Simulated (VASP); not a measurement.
# TiSi (Fm-3m) in VASP: notebook

Runs on TiSi. Level: LDA. Tasks: single point.

All numbers are computed with VASP 6.6.1; they aren't measurements. Logs are shortened: lines on timing, memory, paths and dates and some standing lists are left out, and cuts for length are marked.

## Step 1: The cell of the first run

It takes space group Fm-3m (No. 225, cubic). Conventional cell: a = 4.988 Å, b = 4.988 Å, c = 4.988 Å, α = 90.00°, β = 90.00°, γ = 90.00°. Ti (site symmetry m-3m) has 6 Si at 2.49 Å within 3.3 Å. Within 3.3 Å of Si (site symmetry m-3m) lie 6 Ti at 2.49 Å.

## Step 2: Single point, LDA

The input, INCAR:

```
SYSTEM = TiSi
PREC = Accurate ; ENCUT = 500
EDIFF = 1E-6 ; ISMEAR = 0
SIGMA = 0.05 ; LREAL = .False.
LASPH = .True. ; NELM = 120
ALGO = Normal ; ISIF = 2
LWAVE = .False. ; LCHARG = .False.
NBANDS = 15 ; GGA_COMPAT = .False.
```

The input, KPOINTS:

```
Automatic mesh
0
Gamma
  6 6 6
  0 0 0
```

The input, POSCAR:

```
TiSi
1.0
    0.0000000000      2.4942334446      2.4942334446
    2.4942334446      0.0000000000      2.4942334446
    2.4942334446      2.4942334446      0.0000000000
Ti Si
1 1
Direct
    0.0000000000      0.0000000000      0.0000000000
    0.5000000000      0.5000000000      0.5000000000
```

Potentials or basis: VASP PAW LDA potentials, release 64 (Ti_sv, Si).

Run with:

```sh
> cat potpaw_LDA.64/Ti_sv/POTCAR potpaw_LDA.64/Si/POTCAR > POTCAR
> mpirun -np 1 vasp_std > vasp.out
```

OUTCAR:

```text
SYSTEM = TiSi
   PREC = Accurate
   ENCUT = 500
   EDIFF = 1E-6
   ISMEAR = 0
   LREAL = .False.
   LASPH = .True.
   NELM = 120
   ISIF = 2

 ion  position               nearest neighbor table
   1  0.000  0.000  0.000-   2 2.49   2 2.49   2 2.49   2 2.49   2 2.49   2 2.49
   2  0.500  0.500  0.500-   1 2.49   1 2.49   1 2.49   1 2.49   1 2.49   1 2.49

  LATTYP: Found a face centered cubic cell.
 ALAT       =     4.9884668892

  Lattice vectors:

 A1 = (   0.0000000000,   2.4942334446,   2.4942334446)
 A2 = (   2.4942334446,   0.0000000000,   2.4942334446)
 A3 = (   2.4942334446,   2.4942334446,   0.0000000000)

Analysis of symmetry for initial positions (statically):
=====================================================================
 Subroutine PRICEL returns:
 Original cell was already a primitive cell.

 Routine SETGRP: Setting up the symmetry group for a
 face centered cubic supercell.

 Subroutine GETGRP returns: Found 48 space group operations
 (whereof 48 operations were pure point group operations)
 out of a pool of 48 trial point group operations.

The static configuration has the point symmetry O_h .

Analysis of symmetry for dynamics (positions and initial velocities):
=====================================================================
 Subroutine PRICEL returns:
 Original cell was already a primitive cell.

 Routine SETGRP: Setting up the symmetry group for a
 face centered cubic supercell.

 Subroutine GETGRP returns: Found 48 space group operations
 (whereof 48 operations were pure point group operations)
 out of a pool of 48 trial point group operations.

The dynamic configuration has the point symmetry O_h .

 Subroutine INISYM returns: Found 48 space group operations
 (whereof 48 operations are pure point group operations),
 and found     1 'primitive' translations

----------------------------------------------------------------------------------------

                                     Primitive cell

  volume of cell :      31.0343

  direct lattice vectors                    reciprocal lattice vectors
     0.000000000  2.494233445  2.494233445    -0.200462391  0.200462391  0.200462391
     2.494233445  0.000000000  2.494233445     0.200462391 -0.200462391  0.200462391
     2.494233445  2.494233445  0.000000000     0.200462391  0.200462391 -0.200462391

  length of vectors
     3.527378765  3.527378765  3.527378765     0.347211046  0.347211046  0.347211046

  position of ions in fractional coordinates (direct lattice)
     0.000000000  0.000000000  0.000000000
     0.500000000  0.500000000  0.500000000

  ion indices of the primitive-cell ions
   primitive index   ion index
                 1           1
                 2           2

----------------------------------------------------------------------------------------

 KPOINTS: Automatic mesh

Automatic generation of k-mesh.
 Grid dimensions read from file:
 generate k-points for:    6    6    6

 Generating k-lattice:

  Cartesian coordinates                     Fractional coordinates (reciprocal lattice)
    -0.033410398  0.033410398  0.033410398     0.166666667  0.000000000  0.000000000
     0.033410398 -0.033410398  0.033410398     0.000000000  0.166666667  0.000000000
     0.033410398  0.033410398 -0.033410398     0.000000000  0.000000000  0.166666667

  Length of vectors
     0.057868508  0.057868508  0.057868508

  Shift w.r.t. Gamma in fractional coordinates (k-lattice)
     0.000000000  0.000000000  0.000000000

 Subroutine IBZKPT returns following result:
 ===========================================

 Found     16 irreducible k-points:

 Following reciprocal coordinates:
            Coordinates               Weight
  0.000000  0.000000  0.000000      1.000000
  0.166667  0.000000  0.000000      8.000000
  0.333333  0.000000  0.000000      8.000000
  0.500000  0.000000  0.000000      4.000000
  0.166667  0.166667  0.000000      6.000000
  0.333333  0.166667  0.000000     24.000000
[... 8 lines left out ...]
 -0.333333  0.333333  0.166667     24.000000
 -0.333333  0.500000  0.166667     12.000000
   k-points           NKPTS =     16   k-points in BZ     NKDIM =     16   number of bands    NBANDS=     15
   number of dos      NEDOS =    301   number of ions     NIONS =      2
   total plane-waves  NPLWV =  21952
   dimension x,y,z NGX =    28 NGY =   28 NGZ =   28
   dimension x,y,z NGXF=    56 NGYF=   56 NGZF=   56
   ions per type =               1   1
   NGX,Y,Z   is equivalent  to a cutoff of  13.20, 13.20, 13.20 a.u.
   NGXF,Y,Z  is equivalent  to a cutoff of  26.39, 26.39, 26.39 a.u.
 SYSTEM =  TiSi
   PREC   = accura    normal or accurate (medium, high low for compatibility)
   ISTART =      0    job   : 0-new  1-cont  2-samecut
   ICHARG =      2    charge: 1-file 2-atom 10-const
   ISPIN  =      1    spin polarized calculation?
   LNONCOLLINEAR =      F non collinear calculations
   LSORBIT =      F    spin-orbit coupling
   LASPH  =      T    aspherical Exc in radial PAW
   ENCUT  =  500.0 eV  36.75 Ry    6.06 a.u.   6.43  6.43  6.43*2*pi/ulx,y,z
   NELM   =    120;   NELMIN=  2; NELMDL= -5     # of ELM steps
   EDIFF  = 0.1E-05   stopping-criterion for ELM
   LREAL  =      F    real-space projection
   EDIFFG = 0.1E-04   stopping-criterion for IOM
   NSW    =      0    number of steps for IOM
   IBRION =     -1    ionic relax: 0-MD 1-quasi-New 2-CG
   NFREE  =      0    steps in history (QN), initial steepest desc. (CG)
   ISIF   =      2    stress and relaxation
   ISYM   =      2    0-nonsym 1-usesym 2-fastsym
   POTIM  = 0.5000    time-step for ionic-motion
   TEBEG  =    0.0;   TEEND  =   0.0 temperature during run
   PSTRESS=    0.0 pullay stress
   NELECT =      16.0000    total number of electrons
   NUPDOWN=      -1.0000    fix difference up-down
   EMIN   =  10.00;   EMAX   =-10.00  energy-range for DOS
   EFERMI =   0.00;   METHOD = LEGACY
   ISMEAR =     0;   SIGMA  =   0.05  broadening in eV -4-tet -1-fermi 0-gaus
   EFERMI_NEDOS =   21; number of points for ismear=-14 and -15
   IALGO  =     38    algorithm
   IMIX   =      4    mixing-type and parameters
     AMIX     =   0.40;   BMIX     =  1.00
     AMIX_MAG =   1.60;   BMIX_MAG =  1.00
  volume/ion in A,a.u.               =      15.52       104.71
  Fermi-wavevector in a.u.,A,eV,Ry     =   1.312707  2.480656 23.445547  1.723199
  Thomas-Fermi vector in A             =   2.443080
   LORBIT       =      0    0 simple, 1 ext, 2 COOP (PROOUT), +10 PAW based schemes
   GGA     = CA    functional components
   LHFCALC =     F    Hartree Fock is set to
   AEXX    =    0.0000 exact exchange contribution
   IVDW    =     0    specifies the selected vdW correction
   LEPSILON=     F    determine dielectric tensor
   LRPA    =     F    only Hartree local field effects (RPA)
 non-spin polarized calculation
 Gauss-broadening in eV      SIGMA  =   0.05
  energy-cutoff  :      500.00
  volume of cell :       31.03
 maximum number of plane-waves:       797
 NGX is ok and might be reduce to    28
   NGX = 13   NGY = 13   NGZ = 13

 number of electron      16.0000004 magnetization

 Free energy of the ion-electron system (eV)
  ---------------------------------------------------
  ext. energy  EPLUGINS =         0.00000000
  ---------------------------------------------------
  free energy    TOTEN  =       -15.51235572 eV

  energy without entropy =      -15.51109273  energy(sigma->0) =      -15.51172423

 E-fermi :   8.7997     XC(G=0): -11.5776

 val. band max:        8.7062783525   @ k =   0.0000   0.0000   0.0000
 cond. band min:       8.8234441465   @ k =   0.3333   0.3333   0.0000
 fundamental gap:      0.1171657939
 Fermi energy:         8.7997116431

 k-point     1 :       0.0000    0.0000    0.0000
  band No.  band energies     occupation
      1     -47.1969      2.00000
      2     -23.8337      2.00000
      3     -23.8337      2.00000
      4     -23.8337      2.00000
      5      -1.6366      2.00000
      6       8.7063      1.99178
      7       8.7063      1.99178
      8       8.7063      1.99178
      9       9.1523      0.00000
     10       9.1523      0.00000
     11      12.3393      0.00000
     12      12.3393      0.00000
     13      12.3393      0.00000
     14      18.9105      0.00000
     15      20.0531      0.00000

 k-point     2 :       0.1667    0.0000    0.0000
  band No.  band energies     occupation
      1     -47.1937      2.00000
      2     -23.8674      2.00000
      3     -23.8381      2.00000
      4     -23.8381      2.00000
      5      -1.1284      2.00000
      6       7.7357      2.00000
      7       8.2611      2.00000
      8       8.2611      2.00000
      9       9.1673      0.00000
     10       9.1673      0.00000
     11      11.7015      0.00000
     12      13.5022      0.00000
     13      13.5022      0.00000
     14      17.8029      0.00000
     15      20.0491      0.00000

 k-point     3 :       0.3333    0.0000    0.0000
  band No.  band energies     occupation
      1     -47.1871      2.00000
      2     -23.9337      2.00000
      3     -23.8467      2.00000
      4     -23.8467      2.00000
      5       0.2819      2.00000
      6       5.4208      2.00000
      7       7.3193      2.00000
      8       7.3193      2.00000
      9      10.0198      0.00000
     10      10.0198      0.00000
     11      11.3376      0.00000
     12      15.2896      0.00000
     13      15.2896      0.00000
     14      15.5753      0.00000
     15      18.0495      0.00000

 k-point     4 :       0.5000    0.0000    0.0000
  band No.  band energies     occupation
      1     -47.1838      2.00000
      2     -23.9666      2.00000
      3     -23.8510      2.00000
      4     -23.8510      2.00000
      5       1.7594      2.00000
      6       3.5461      2.00000
      7       6.9624      2.00000
      8       6.9624      2.00000
      9      10.5981      0.00000
     10      10.5981      0.00000
     11      11.4625      0.00000
     12      14.4225      0.00000
     13      16.2241      0.00000
     14      16.2241      0.00000
     15      16.7675      0.00000
[... 163 lines left out ...]
 k-point    14 :       0.5000    0.3333    0.1667
  band No.  band energies     occupation
      1     -47.1829      2.00000
      2     -23.9303      2.00000
      3     -23.8853      2.00000
      4     -23.8624      2.00000
      5       1.1136      2.00000
      6       5.3671      2.00000
      7       6.4361      2.00000
      8       7.4410      2.00000
      9       9.7712      0.00000
     10      10.6910      0.00000
     11      11.5208      0.00000
     12      11.9691      0.00000
     13      14.1205      0.00000
     14      17.5004      0.00000
     15      18.2171      0.00000

 k-point    15 :      -0.3333    0.3333    0.1667
  band No.  band energies     occupation
      1     -47.1807      2.00000
      2     -23.9343      2.00000
      3     -23.9000      2.00000
      4     -23.8701      2.00000
      5       1.8964      2.00000
      6       4.8503      2.00000
      7       6.0248      2.00000
      8       7.1776      2.00000
      9      10.3579      0.00000
     10      10.6203      0.00000
     11      11.0552      0.00000
     12      12.4073      0.00000
     13      12.9174      0.00000
     14      17.4581      0.00000
     15      18.7433      0.00000

 k-point    16 :      -0.3333    0.5000    0.1667
  band No.  band energies     occupation
      1     -47.1797      2.00000
      2     -23.9338      2.00000
      3     -23.8985      2.00000
      4     -23.8831      2.00000
      5       1.8064      2.00000
      6       5.4434      2.00000
      7       6.1689      2.00000
      8       7.1784      2.00000
      9      10.3137      0.00000
     10      10.9747      0.00000
     11      11.0163      0.00000
     12      11.0237      0.00000
     13      12.2240      0.00000
     14      17.6770      0.00000
     15      18.3024      0.00000

------------------------ aborting loop because EDIFF is reached ----------------------------------------

  FORCE on cell =-STRESS in cart. coord.  units (eV):
  Direction    XX          YY          ZZ          XY          YZ          ZX
  --------------------------------------------------------------------------------------
  -------------------------------------------------------------------------------------
  Total        0.0363279      0.0363279      0.0363279     -0.0000000      0.0000000     -0.0000000
  in kB        1.8754689      1.8754689      1.8754689     -0.0000000      0.0000000     -0.0000000
  external PRESSURE =       1.8754689 kB  Pullay stress =       0.0000000 kB

 VOLUME and BASIS-vectors are now :
 -----------------------------------------------------------------------------
  energy-cutoff  :      500.00
  volume of cell :       31.03
      direct lattice vectors                 reciprocal lattice vectors
     0.000000000  2.494233445  2.494233445    -0.200462391  0.200462391  0.200462391
     2.494233445  0.000000000  2.494233445     0.200462391 -0.200462391  0.200462391
     2.494233445  2.494233445  0.000000000     0.200462391  0.200462391 -0.200462391

 POSITION                                       TOTAL-FORCE (eV/Angst)
 -----------------------------------------------------------------------------------
      0.00000      0.00000      0.00000        -0.000000      0.000000     -0.000000
      2.49423      2.49423      2.49423         0.000000     -0.000000      0.000000
 -----------------------------------------------------------------------------------
    total drift:                               -0.000000      0.000000      0.000000

  FREE ENERGIE OF THE ION-ELECTRON SYSTEM (eV)
  ---------------------------------------------------
  free  energy   TOTEN  =       -15.5123557229 eV

  energy  without entropy=      -15.5110927334  energy(sigma->0) =      -15.51172423
```

Wall time 4.3 s (1 thread of AMD EPYC 9R45 (Zen 5), shared host); peak memory 0.1 GiB.

What came out:

```
Free energy            : -15.5124 eV
Pressure               : 0.2 GPa
Band gap on the k mesh : zero (bands 8 and 9 overlap by 0.68 eV)
```

Caveat: the k points lie up to 0.36 Å⁻¹ apart, too coarse for converged energies and pressures of a metal.

(Part 1 of 2 ends here.)

The gap in the log of VASP goes by the Fermi energy; the results here count the filled bands.